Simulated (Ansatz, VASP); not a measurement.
One calculation of ZrO2, two programs

File INCAR:

```
SYSTEM = ZrO2
ALGO = Normal
EDIFF = 1E-6
ENCUT = 600
GGA = PE
GGA_COMPAT = .FALSE.
ISIF = 2
ISMEAR = 0
KPAR = 4
LASPH = .TRUE.
LCHARG = .TRUE.
LMAXMIX = 4
LORBIT = 11
LORBMOM = .TRUE.
LREAL = .FALSE.
LSORBIT = .TRUE.
LVHAR = .TRUE.
LWAVE = .FALSE.
MAGMOM = 0 0 0 0 0 0 0 0 0 0 0 0 0 0 0 0 0 0
NBANDS = 64
NELM = 200
PREC = Accurate
SIGMA = 0.01
```

Contents of KPOINTS:

```
k-points
0
G
  8 8 6
  0 0 0
```

POSCAR

```
ZrO2
1.0
    3.6010266379      0.0000000000      0.0000000000
    0.0000000000      3.6010266379      0.0000000000
    0.0000000000      0.0000000000      5.2271836010
Zr O
2 4
Direct
    0.0000000000      0.0000000000      0.0000000000
    0.5000000000      0.5000000000      0.5000000000
    0.0000000000      0.5000000000      0.1969684769
    0.0000000000      0.5000000000      0.6969684769
    0.5000000000      0.0000000000      0.3030315231
    0.5000000000      0.0000000000      0.8030315231
```

Input for Ansatz:

```yaml
crystal:
  lattice:
    - [3.6010266379, 0.0, 0.0]
    - [0.0, 3.6010266379, 0.0]
    - [0.0, 0.0, 5.227183601]
  atoms:
    - { symbol: Zr, position: [0.0, 0.0, 0.0] }
    - { symbol: Zr, position: [0.5, 0.5, 0.5] }
    - { symbol: O, position: [0.0, 0.5, 0.1969684769] }
    - { symbol: O, position: [0.0, 0.5, 0.6969684769] }
    - { symbol: O, position: [0.5, 0.0, 0.3030315231] }
    - { symbol: O, position: [0.5, 0.0, 0.8030315231] }
kpoints:
  mp_grid: { grid: [8, 8, 6] }
  band_path:
    path:
      - [0.0, 0.0, 0.0]
      - [0.0, 0.5, 0.0]
      - [0.5, 0.5, 0.0]
      - [0.0, 0.0, 0.5]
      - [0.0, 0.5, 0.5]
      - [0.5, 0.5, 0.5]
      - [0.223958, 0.223958, 0.0]
    npoints: 1
hamiltonian:
  xc: pbe
scf:
  occupations: { method: fixed }
  n_extra_bands: 10
magnetization:
  noncollinear: true
  spin_orbit: true
output:
  forces: true
  stress: true
  eigenvalues: true
  write_density: true
  write_potential: true
  elf: true
  volumetric_format: npy
```

Alike in both runs: task single point; functional PBE; k mesh 8 × 8 × 6; non-collinear spin, spin-orbit coupling.

```csv
,VASP,Ansatz
version,VASP 6.6.1,Ansatz 0.2.0
potentials or method,"VASP PAW PBE potentials, release 64 (Zr_sv, O)","plane waves, PAW"
plane-wave cutoff (eV),600,420
occupations,"gaussian, width 0.01 eV",fixed
valence electrons in the cell,48,48
```

|  | VASP | Ansatz | Ansatz less VASP |
| --- | --- | --- | --- |
| pressure (GPa) | 4.0 | 3.9 | -0.12 |
| traceless stress, the component that is largest in VASP (GPa) | -0.14 | -0.07 | +0.069 |
| rms of the force components (eV/Å) | 0.018 | 0.009 | -0.0087 |

Atom by atom the forces differ by 0.009 eV/Å (rms over components).
